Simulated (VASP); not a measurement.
Here is a VASP 6.6.1 calculation.

File INCAR:

```
ALGO     = Fast           # electronic algorithm
EDIFF    = 1E-6           # SCF threshold, eV
ENCUT    = 520            # plane-wave cutoff, eV
GGA      = PS             # functional
ISIF     = 2              # what is computed and relaxed
ISMEAR   = 0              # smearing method
LASPH    = True           # aspherical terms in the spheres
LCHARG   = True           # write CHGCAR
LELF     = True           # ELF
LREAL    = False          # projectors in reciprocal space
LVHAR    = True         
LWAVE    = False          # write WAVECAR
NBANDS   = 11             # bands
NELM     = 100            # most SCF steps
PREC     = Accurate       # precision mode
SIGMA    = 0.15           # smearing width, eV
```

File KPOINTS:

```
k-points
0
Gamma
  22 22 22
```

Contents of POSCAR:

```
Pt
1.0
   -0.9450810628      1.6479710576      1.6479710576
    1.6479710576     -0.9450810628      1.6479710576
    1.6479710576      1.6479710576     -0.9450810628
Pt
1
Direct
    0.0000000000      0.0000000000      0.0000000000
```

Potentials or basis: VASP PAW PBE potentials, release 64 (Pt).

Launch:

```bash
$ cat potpaw_PBE.64/Pt/POTCAR > POTCAR
$ mpirun -np 1 vasp_std > vasp.out
```

Task: Predict the pressure.

Result: 23.8 GPa.

Task: Predict the band gap on the k mesh.

Result: Zero (bands 5 and 6 overlap by 3.81 eV).

Stress tensor (GPa, compression positive):
```
23.78 -0.22 -0.22
-0.22 23.78 -0.22
-0.22 -0.22 23.78
```

Caveat: the cell stands under pressure; the PAW data sets were made with another functional, which shifts forces and pressure a little; spin-orbit coupling is left out, which moves the levels of the heavy elements.
